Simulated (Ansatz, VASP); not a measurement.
## FeO in VASP and in Ansatz

The input INCAR:

```
SYSTEM = FeO
ALGO = Normal
EDIFF = 1E-7
ENCUT = 520
GGA = CA
ISIF = 2
ISMEAR = -1
ISPIN = 2
LASPH = .TRUE.
LCHARG = .FALSE.
LMAXMIX = 4
LORBIT = 11
LREAL = .FALSE.
LWAVE = .FALSE.
MAGMOM = 3 0
NBANDS = 18
NELM = 150
PREC = Accurate
SIGMA = 0.05
```

KPOINTS

```
k-points
0
G
  11 11 11
  0 0 0
```

File POSCAR:

```
FeO
1.0
    1.5086271663      0.8710063006      2.5026668604
   -1.5086271663      0.8710063006      2.5026668604
    0.0000000000     -1.7420126011      2.5026668604
Fe O
1 1
Direct
    0.0000000000      0.0000000000      0.0000000000
    0.5000000000      0.5000000000      0.5000000000
```

The input input.yaml:

```yaml
crystal:
  lattice:
    - [1.5086271663, 0.8710063006, 2.5026668604]
    - [-1.5086271663, 0.8710063006, 2.5026668604]
    - [0.0, -1.7420126011, 2.5026668604]
  atoms:
    - { symbol: Fe, position: [0.0, 0.0, 0.0], spin: 3.0 }
    - { symbol: O, position: [0.5, 0.5, 0.5] }
kpoints:
  mp_grid: { grid: [11, 11, 11] }
scf:
  occupations: { method: fermi_dirac, width: 0.05 }
hamiltonian:
  xc: lda
  pseudopotentials: { kind: all_electron, lapw: { basis_error: 0.001 } }
magnetization:
  spin_polarized: true
output:
  forces: true
  stress: true
  eigenvalues: true
```

Change from the starting cell: volume scaled by 0.98.

Alike in both runs: task single point; functional LDA; k mesh 11 × 11 × 11; occupations fermi-dirac, width 0.05 eV; collinear spin.

|  | VASP | Ansatz |
| --- | --- | --- |
| version | VASP 6.6.1 | Ansatz 0.2.0 |
| potentials or method | VASP PAW LDA potentials, release 64 (Fe, O), cutoff 520 eV | all-electron LAPW, scalar-relativistic |

VASP gave:

- gap on the k mesh at the Fermi level (eV): none
- pressure (GPa): -13.0
- traceless stress, the component that is largest in VASP (GPa): -0.70
- net moment per atom (μB): 1.99
- size of the moment on the site where the two differ most (μB): 0.32

Problem. What did Ansatz give for the same quantities?

Solution. gap on the k mesh at the Fermi level (eV): none; pressure (GPa): -13.2; traceless stress, the component that is largest in VASP (GPa): -0.70; net moment per atom (μB): 2.00; size of the moment on the site where the two differ most (μB): 0.34.

LDA's correlation is that of Perdew and Zunger in VASP and of Perdew and Wang (1992) in Ansatz. Site moments also hang on the region over which each program counts them. A gap of «none» marks a metal or a gap that the smearing closes. Ansatz ran all-electron here, and VASP with PAW potentials.
